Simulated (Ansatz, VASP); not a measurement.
One calculation of Zn, two programs

POSCAR

```
Zn
1.0
    2.6709001415      0.0000000000      0.0000000000
   -1.3354500708      2.3130673735      0.0000000000
    0.0000000000      0.0000000000      2.4956223197
Zn
1
Direct
    0.0000000000      0.0000000000      0.0000000000
```

INCAR.step1

```
SYSTEM = Zn
PREC = Accurate
ENCUT = 550
ISMEAR = 0
SIGMA = 0.1
LREAL = .False.
LASPH = .True.
NELM = 120
NBANDS = 12
GGA = PE
ALGO = Normal
EDIFF = 1E-5
LWAVE = .True.
LCHARG = .False.
GGA_COMPAT = .False.
```

INCAR.step2

```
SYSTEM = Zn
PREC = Accurate
ENCUT = 550
EDIFF = 1E-6
ISMEAR = 0
SIGMA = 0.1
LREAL = .False.
LASPH = .True.
NELM = 120
ALGO = Normal
ISIF = 2
LWAVE = .False.
LCHARG = .False.
METAGGA = R2SCAN
LMIXTAU = .True.
NBANDS = 12
ISTART = 1
GGA_COMPAT = .False.
```

File KPOINTS:

```
regular mesh
0
Gamma
  9 9 8
  0 0 0
```

Input for Ansatz:

```yaml
crystal:
  lattice:
    - [2.6709001415, 0.0, 0.0]
    - [-1.3354500708, 2.3130673735, 0.0]
    - [0.0, 0.0, 2.4956223197]
  atoms:
    - { symbol: Zn, position: [0.0, 0.0, 0.0] }
basis:
  ecutwfc: 500
kpoints:
  mp_grid: { grid: [9, 9, 8] }
hamiltonian:
  xc: r2scan
scf:
  occupations: { method: gaussian, width: 0.1 }
  lower_state_search: "off"
output:
  forces: true
  stress: true
  eigenvalues: true
```

Alike in both runs: task single point; functional r2SCAN; k mesh 9 × 9 × 8; occupations gaussian, width 0.1 eV; no spin polarisation.

```csv
,VASP,Ansatz
version,VASP 6.6.1,Ansatz 0.2.0
potentials or method,"VASP PAW PBE potentials, release 64 (Zn), cutoff 550 eV","scalar-relativistic, plane waves, PAW"
valence electrons in the cell,12,12
```

```tsv
	VASP	Ansatz	Ansatz less VASP
gap on the k mesh at the Fermi level (eV)	none	none	-
pressure (GPa)	3.5	3.1	-0.39
traceless stress, the component that is largest in VASP (GPa)	6.08	6.04	-0.038
```

VASP's potentials were made for PBE, not for r2SCAN. A gap of «none» marks a metal or a gap that the smearing closes. With one functional, cell and mesh, what is left measures potentials, basis and numerics.
